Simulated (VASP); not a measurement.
Wanted: the native input for a VASP 6.6.1 run.

- Task: single point
- Functional: PBE
- Potentials or basis: VASP PAW PBE potentials, release 64 (Ir)
- Cutoff: 520 eV
- k mesh: 18 × 18 × 18
- Occupations: fermi-dirac, width 0.05 eV
- Spin: no spin polarisation
- Dipole correction: no
- Further INCAR settings: ALGO = Normal; EDIFF = 1e-06; NBANDS = 16

The structure of Ir lies in POSCAR:

```
Ir
1.0
   -2.3678004110      2.3678004110      1.3305618267
    2.3678004110     -2.3678004110      1.3305618267
    2.3678004110      2.3678004110     -1.3305618267
Ir
2
Direct
   -0.3750000000     -0.1250000000     -0.2500000000
    0.3750000000      0.1250000000      0.2500000000
```

One way to write it, as run:

INCAR

```
  PREC = Accurate
  ENCUT = 520
  EDIFF = 1E-6
  ISMEAR = -1
  SIGMA = 0.05
  LREAL = False
  LASPH = True
  NELM = 100
  ALGO = Normal
  ISIF = 2
  LWAVE = False
  LCHARG = False
  GGA = PE
  NBANDS = 16
```

KPOINTS

```
regular mesh
0
Gamma
  18 18 18
```

Potentials or basis: VASP PAW PBE potentials, release 64 (Ir).

Run with:

```console
$ cat potpaw_PBE.64/Ir/POTCAR > POTCAR
$ mpirun -np 1 vasp_std > vasp.out
```

It gave:

```
Pressure               : 28.2 GPa
Band gap on the k mesh : zero (bands 9 and 10 overlap by 3.12 eV)
```

Caveat: the cell stands under pressure; spin-orbit coupling is left out, which moves the levels of the heavy elements.

Wall time 97 s on 1 thread of Intel(R) Xeon(R) 6975P-C (Granite Rapids) (shared host), peak memory 0.31 GiB.
